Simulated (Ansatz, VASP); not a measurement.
## Two plane-wave programs on PtSe

```
Pt Se
1.0
     0.00000    2.68993    2.68993
     2.68993    0.00000    2.68993
     2.68993    2.68993    0.00000
Pt Se
1 1
Direct
  0.00000 0.00000 0.00000
  0.25000 0.25000 0.25000
```

Change from the starting cell: volume scaled by 0.88, PAW files.

Alike in both runs: task single point; functional PBEsol; k mesh 13 × 13 × 13; occupations fermi-dirac, width 0.1 eV; no spin polarisation.

|  | VASP | Ansatz |
| --- | --- | --- |
| version | VASP 6.6.1 | Ansatz 0.2.0 |
| potentials or method | VASP PAW PBE potentials, release 64 (Pt, Se) | PAW with Ansatz's default frozen-core files, scalar-relativistic |
| plane-wave cutoff (eV) | 520 | 420 |
| valence electrons in the cell | 16 | 34 |

Ansatz gave:

- pressure (GPa): 19.7

Question: What did VASP give for the same quantities?

Answer: Pressure (GPa): 20.0.

VASP's potentials were made for PBE, not for PBEsol. With one functional, cell and mesh, what is left measures potentials, basis and numerics. VASP's potentials hold 16 valence electrons a cell and Ansatz's 34, so a difference there can come from the potentials and not from the codes.

Neither program's run includes spin-orbit coupling.
